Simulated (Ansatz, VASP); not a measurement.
PbI2 in VASP and in Ansatz

Contents of INCAR:

```
PREC = Accurate ; ENCUT = 500
EDIFF = 1E-6 ; ISMEAR = 0
SIGMA = 0.01 ; LREAL = F
LASPH = T ; NELM = 120
ALGO = Normal ; ISIF = 2
LWAVE = F ; LCHARG = T
GGA = PE ; LELF = T
LVHAR = T ; NBANDS = 21
GGA_COMPAT = F
```

KPOINTS

```
Automatic mesh
0
Gamma
  6 6 4
```

File POSCAR:

```
PbI2
1.0
    4.5640817111      0.0000000000      0.0000000000
   -2.2820408555      3.9526107068      0.0000000000
    0.0000000000      0.0000000000      7.0475120395
Pb I
1 2
Direct
    0.0000000000      0.0000000000      0.0000000000
    0.3333333333      0.6666666667      0.2667068044
    0.6666666667      0.3333333333      0.7332931956
```

Input for Ansatz:

```yaml
crystal:
  lattice:
    - [4.5640817111, 0.0, 0.0]
    - [-2.2820408555, 3.9526107068, 0.0]
    - [0.0, 0.0, 7.0475120395]
  atoms:
    - { symbol: Pb, position: [0.0, 0.0, 0.0] }
    - { symbol: I, position: [0.3333333333, 0.6666666667, 0.2667068044] }
    - { symbol: I, position: [0.6666666667, 0.3333333333, 0.7332931956] }
kpoints:
  mp_grid: { grid: [6, 6, 4] }
hamiltonian:
  xc: pbe
scf:
  occupations: { method: fixed }
  n_extra_bands: 4
output:
  forces: true
  stress: true
  eigenvalues: true
```

Alike in both runs: task single point; functional PBE; k mesh 6 × 6 × 4; no spin polarisation.

```csv
,VASP,Ansatz
version,VASP 6.6.1,Ansatz 0.2.0
potentials or method,"VASP PAW PBE potentials, release 64 (Pb_d, I)","plane waves, PAW"
plane-wave cutoff (eV),500,420
occupations,"gaussian, width 0.01 eV",fixed
valence electrons in the cell,28,48
```

```tsv
	VASP	Ansatz	Ansatz less VASP
gap on the k mesh at the Fermi level (eV)	2.23	2.23	+0.001
pressure (GPa)	1.2	1.3	+0.02
rms of the force components (eV/Å)	0.022	0.022	+0.0003
```

Atom by atom the forces differ by 0.000 eV/Å (rms over components). VASP's potentials hold 28 valence electrons a cell and Ansatz's 48, so a difference there can come from the potentials and not from the codes.

Spin-orbit coupling is off throughout.
